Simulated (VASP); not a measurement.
A run of VASP 6.6.1 is set up as follows.

The input INCAR:

```
SYSTEM = Be2C3
ALGO = Normal ; EDIFF = 1E-7
ENCUT = 520 ; GGA = PE
ISIF = 2 ; ISMEAR = 0
LASPH = .TRUE. ; LCHARG = .TRUE.
LELF = .TRUE. ; LREAL = .FALSE.
LVHAR = .TRUE. ; LWAVE = .FALSE.
NBANDS = 16 ; NELM = 60
PREC = Accurate ; SIGMA = 0.1
```

File KPOINTS:

```
k-points
0
G
  6 6 6
  0 0 0
```

POSCAR

```
Be2C3
1.0
    1.3401227071      0.7737202057      7.8287805291
   -1.3401227071      0.7737202057      7.8287805291
    0.0000000000     -1.5474404114      7.8287805291
Be C
2 3
Direct
    0.3589917266      0.3589917266      0.3589917266
    0.6410082734      0.6410082734      0.6410082734
    0.0000000000      0.0000000000      0.0000000000
    0.1666543556      0.1666543556      0.1666543556
    0.8333456444      0.8333456444      0.8333456444
```

Potentials or basis: VASP PAW PBE potentials, release 64 (Be, C).

Launch:

```console
$ cat potpaw_PBE.64/Be/POTCAR potpaw_PBE.64/C/POTCAR > POTCAR
$ mpirun -np 1 vasp_std > vasp.out
```

(1) Predict the largest force.

(2) Estimate the band gap on the k mesh.

Results:

(1) 0.057 eV/Å.

(2) zero (band 8 reaches 5.44 eV, above the bottom of band 9 at 3.45 eV).

Caveat: the k points lie up to 0.45 Å⁻¹ apart.
